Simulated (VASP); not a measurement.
Set up this calculation in VASP 6.6.1, as the native input.

| Quantity | Value |
| --- | --- |
| Task | single point |
| Functional | r2SCAN |
| Potentials or basis | VASP PAW PBE potentials, release 64 (Al) |
| Cutoff | 520 eV |
| k mesh | 24 × 24 × 12 |
| Occupations | gaussian, width 0.15 eV |
| Spin | no spin polarisation |
| Dipole correction | no |
| Further INCAR settings | ALGO = Normal; EDIFF = 1e-06; NBANDS = 10 |

The system is Al.

```xyz
2
Lattice="2.9690 0.0000 0.0000 -1.4845 2.5712 0.0000 0.0000 0.0000 4.3671" Properties=species:S:1:pos:R:3 pbc="T T T"
Al    1.4845    0.8571    3.2753
Al    0.0000    1.7142    1.0918
```

This cell differs from its parent crystal: ratio of the length along z to the lengths across it x 0.85, volume and fractional coordinates fixed.

The input as run:

POSCAR

```
Al
1.0
    2.9690168435      0.0000000000      0.0000000000
   -1.4845084217      2.5712440107      0.0000000000
    0.0000000000      0.0000000000      4.3671077923
Al
2
Direct
    0.6666666667      0.3333333333      0.7500000000
    0.3333333333      0.6666666667      0.2500000000
```

INCAR.step1

```
PREC = Accurate
ENCUT = 520
ISMEAR = 0
SIGMA = 0.15
LREAL = F
LASPH = T
NELM = 80
NBANDS = 10
GGA = PE
ALGO = Normal
EDIFF = 1E-4
LWAVE = T
LCHARG = F
```

INCAR.step2

```
PREC = Accurate
ENCUT = 520
EDIFF = 1E-6
ISMEAR = 0
SIGMA = 0.15
LREAL = F
LASPH = T
NELM = 80
ALGO = Normal
ISIF = 2
LWAVE = F
LCHARG = T
METAGGA = R2SCAN
LMIXTAU = T
LELF = T
LVHAR = T
NBANDS = 10
ISTART = 1
```

KPOINTS

```
regular mesh
0
Gamma
  24 24 12
```

Potentials or basis: VASP PAW PBE potentials, release 64 (Al).

Command:

```sh
$ cat potpaw_PBE.64/Al/POTCAR > POTCAR
$ cp INCAR.step1 INCAR
$ mpirun -np 1 vasp_std > vasp.out
$ cp INCAR.step2 INCAR
$ mpirun -np 1 vasp_std > vasp.out
```

Results of the run:

The pressure is -2.4 GPa and the band gap on the k mesh is zero (band 3 reaches 13.93 eV, above the bottom of band 4 at 4.39 eV).

Caveat: the PAW data sets were made with another functional, which shifts forces and pressure a little.

Run time: 3.4 min on 1 thread of Intel Xeon 6975P-C (shared host), peak memory 0.24 GiB.
